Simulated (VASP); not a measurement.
# Co (Pm-3m) in VASP: further runs, part 2 of 2

VASP 6.6.1.

### 4 Single point, RPBE, collinear spin, ferromagnetic start (volume scaled by 0.96)

The input, INCAR:

```
SYSTEM = Co
PREC     = Accurate       ! precision mode
ENCUT    = 520            ! plane-wave cutoff, eV
EDIFF    = 1E-7           ! SCF threshold, eV
ISMEAR   = -1             ! smearing method
SIGMA    = 0.05           ! smearing width, eV
LREAL    = .False.        ! projectors in reciprocal space
LASPH    = .True.         ! aspherical terms in the spheres
NELM     = 150            ! most SCF steps
ALGO     = Normal         ! electronic algorithm
ISIF     = 2              ! what is computed and relaxed
LWAVE    = .False.        ! write WAVECAR
LCHARG   = .False.        ! write CHGCAR
ISPIN    = 2              ! spin polarisation
MAGMOM   = 1.944          ! initial moments
LORBIT   = 11             ! projections on sites
LMAXMIX  = 4              ! l up to which the mixer works
GGA      = RP             ! functional
NBANDS   = 14             ! bands
```

The input, KPOINTS:

```
Automatic mesh
0
Gamma
  15 15 15
  0 0 0
```

The input, POSCAR:

```
Co
1.0
    2.3335261152      0.0000000000      0.0000000000
    0.0000000000      2.3335261152      0.0000000000
    0.0000000000      0.0000000000      2.3335261152
Co
1
Direct
    0.0000000000      0.0000000000      0.0000000000
```

Potentials or basis: VASP PAW PBE potentials, release 64 (Co).

Started as:

```sh
cat potpaw_PBE.64/Co/POTCAR > POTCAR
mpirun -np 1 vasp_std > vasp.out
```

OUTCAR:

```text
SYSTEM = Co
   PREC = Accurate
   ENCUT = 520
   EDIFF = 1E-7
   ISMEAR = -1
   LREAL = .False.
   LASPH = .True.
   NELM = 150
   ISIF = 2
   ISPIN = 2
   LORBIT = 11
   GGA = RP

 ion  position               nearest neighbor table
   1  0.000  0.000  0.000-

  LATTYP: Found a simple cubic cell.
 ALAT       =     2.3335261152

  Lattice vectors:

 A1 = (   2.3335261152,   0.0000000000,   0.0000000000)
 A2 = (   0.0000000000,   2.3335261152,   0.0000000000)
 A3 = (   0.0000000000,   0.0000000000,   2.3335261152)

Analysis of symmetry for initial positions (statically):
=====================================================================
 Subroutine PRICEL returns:
 Original cell was already a primitive cell.

 Routine SETGRP: Setting up the symmetry group for a
 simple cubic supercell.

 Subroutine GETGRP returns: Found 48 space group operations
 (whereof 48 operations were pure point group operations)
 out of a pool of 48 trial point group operations.

The static configuration has the point symmetry O_h .

Analysis of symmetry for dynamics (positions and initial velocities):
=====================================================================
 Subroutine PRICEL returns:
 Original cell was already a primitive cell.

 Routine SETGRP: Setting up the symmetry group for a
 simple cubic supercell.

 Subroutine GETGRP returns: Found 48 space group operations
 (whereof 48 operations were pure point group operations)
 out of a pool of 48 trial point group operations.

The dynamic configuration has the point symmetry O_h .

Analysis of structural, dynamic, and magnetic symmetry:
=====================================================================
 Subroutine PRICEL returns:
 Original cell was already a primitive cell.

 Routine SETGRP: Setting up the symmetry group for a
 simple cubic supercell.

 Subroutine GETGRP returns: Found 48 space group operations
 (whereof 48 operations were pure point group operations)
 out of a pool of 48 trial point group operations.

The overall configuration has the point symmetry O_h .

 Subroutine INISYM returns: Found 48 space group operations
[... 152 lines left out ...]
 k-point     1 :       0.0000    0.0000    0.0000
  band No.  band energies     occupation
      1       0.3695      1.00000
      2       4.2503      1.00000
      3       4.2503      1.00000
      4       7.4200      1.00000
      5       7.4200      1.00000
      6       7.4200      1.00000
      7      27.5923      0.00000
      8      27.5923      0.00000
      9      27.5923      0.00000
     10      31.4204      0.00000
     11      31.4204      0.00000
     12      35.7863      0.00000
     13      45.4178      0.00000
     14      48.8418      0.00000
[... 379 lines left out ...]
      3       5.6843      1.00000
      4       6.6408      1.00000
      5       7.1304      1.00000
      6       7.2148      1.00000
      7      16.3575      0.00000
      8      23.7589      0.00000
      9      32.1948      0.00000
     10      33.0762      0.00000
     11      33.8846      0.00000
     12      41.5973      0.00000
     13      42.4910      0.00000
     14      44.0746      0.00000

 [... further k-points ...]

 spin component 2

 k-point     1 :       0.0000    0.0000    0.0000
  band No.  band energies     occupation
      1       0.4757      1.00000
      2       5.5891      1.00000
      3       5.5891      1.00000
      4       9.8415      0.00000
      5       9.8415      0.00000
      6       9.8415      0.00000
      7      27.9411      0.00000
      8      27.9411      0.00000
      9      27.9411      0.00000
     10      31.6745      0.00000
     11      31.6745      0.00000
     12      35.7649      0.00000
     13      49.0290      0.00000
     14      49.4467      0.00000
[... 379 lines left out ...]
      3       7.0959      1.00000
      4       8.8606      0.01237
      5       8.9373      0.00270
      6       9.5059      0.00000
      7      16.9545      0.00000
      8      24.1663      0.00000
      9      32.5145      0.00000
     10      33.5450      0.00000
     11      33.9001      0.00000
     12      41.7570      0.00000
     13      42.8963      0.00000
     14      44.3277      0.00000

 [... further k-points ...]
[... 5 lines left out ...]
  --------------------------------------------------------------------------------------
  -------------------------------------------------------------------------------------
  Total        0.4241253      0.4241253      0.4241253      0.0000000     -0.0000000      0.0000000
  in kB       53.4769679     53.4769679     53.4769679      0.0000000     -0.0000000      0.0000000
  external PRESSURE =      53.4769679 kB  Pullay stress =       0.0000000 kB

 VOLUME and BASIS-vectors are now :
 -----------------------------------------------------------------------------
  energy-cutoff  :      520.00
  volume of cell :       12.71
      direct lattice vectors                 reciprocal lattice vectors
     2.333526115  0.000000000  0.000000000     0.428536023  0.000000000  0.000000000
     0.000000000  2.333526115  0.000000000     0.000000000  0.428536023  0.000000000
     0.000000000  0.000000000  2.333526115     0.000000000  0.000000000  0.428536023

 POSITION                                       TOTAL-FORCE (eV/Angst)
 -----------------------------------------------------------------------------------
      0.00000      0.00000      0.00000         0.000000      0.000000      0.000000
 -----------------------------------------------------------------------------------
    total drift:                               -0.000000      0.000000      0.000000

  FREE ENERGIE OF THE ION-ELECTRON SYSTEM (eV)
  ---------------------------------------------------
  free  energy   TOTEN  =        -5.7844956046 eV

  energy  without entropy=       -5.7716826552  energy(sigma->0) =       -5.77808913

 total charge

# of ion       s       p       d       tot
------------------------------------------
    1        0.496   0.412   7.268   8.177

 magnetization (x)

# of ion       s       p       d       tot
------------------------------------------
    1        0.005  -0.010   1.888   1.883
```

OSZICAR:

```text
N       E                     dE             d eps       ncg     rms          rms(c)
DAV:   1     0.292448071665E+02    0.29245E+02   -0.37852E+03  6930   0.738E+02
DAV:   2    -0.511922814053E+01   -0.34364E+02   -0.31832E+02  7482   0.142E+02
DAV:   3    -0.641484681152E+01   -0.12956E+01   -0.12809E+01  8196   0.288E+01
DAV:   4    -0.642676336177E+01   -0.11917E-01   -0.11912E-01  8322   0.257E+00
DAV:   5    -0.642702514190E+01   -0.26178E-03   -0.26177E-03  8996   0.339E-01    0.857E+00
DAV:   6    -0.595913866533E+01    0.46789E+00   -0.90900E+00  9228   0.346E+01    0.505E+00
DAV:   7    -0.579343527410E+01    0.16570E+00   -0.13012E+00  8586   0.120E+01    0.255E+00
DAV:   8    -0.578893436623E+01    0.45009E-02   -0.13754E-02  8466   0.781E-01    0.137E+00
DAV:   9    -0.578396872885E+01    0.49656E-02   -0.75837E-03  9002   0.625E-01    0.331E-01
DAV:  10    -0.578444097450E+01   -0.47225E-03   -0.88362E-04  8758   0.222E-01    0.781E-02
DAV:  11    -0.578449220207E+01   -0.51228E-04   -0.24391E-04  9424   0.117E-01    0.414E-02
DAV:  12    -0.578449425555E+01   -0.20535E-05   -0.57392E-06  8206   0.181E-02    0.250E-02
DAV:  13    -0.578449524591E+01   -0.99035E-06   -0.37246E-06  8786   0.139E-02    0.292E-03
DAV:  14    -0.578449564685E+01   -0.40094E-06   -0.32438E-07  7968   0.533E-03    0.103E-03
DAV:  15    -0.578449560456E+01    0.42291E-07   -0.75029E-09  4788   0.100E-03
   1 F= -.57844956E+01 E0= -.57780891E+01  d E =-.128129E-01  mag=     1.8714
```

Run time: 33 s. Hardware: 1 thread of Intel Xeon Platinum 8559C (Emerald Rapids), shared host; peak memory 0.14 GiB.

Results:

| Quantity | Value |
| --- | --- |
| Free energy | -5.7845 eV |
| Pressure | 5.3 GPa |
| Net moment | 1.87 μB per cell |
| Site moments | Co +1.88 μB |
| Valence electrons inside the program's atomic spheres | Co 8.18 |

Caveat: the PAW data sets were made with another functional, which shifts forces and pressure a little.

### 5 Overview

```tsv
cell	gap on the mesh (eV)	pressure (GPa)	moment (μB)
a = 2.267 Å, 1 atom	none	20.1	1.72
a = 2.301 Å, 1 atom	none	11.9	1.80
a = 2.334 Å, 1 atom	none	5.3	1.87
```

Alike in all rows: task single point; level RPBE; potentials or basis VASP PAW PBE potentials, release 64 (Co); spin collinear, ferromagnetic start; k mesh 15 × 15 × 15; cutoff (eV) 520; smearing fermi-dirac 0.05 eV.

Caveats: the PAW data sets were made with another functional, which shifts forces and pressure a little.

Absolute energies hang on the potentials; compare differences alone.
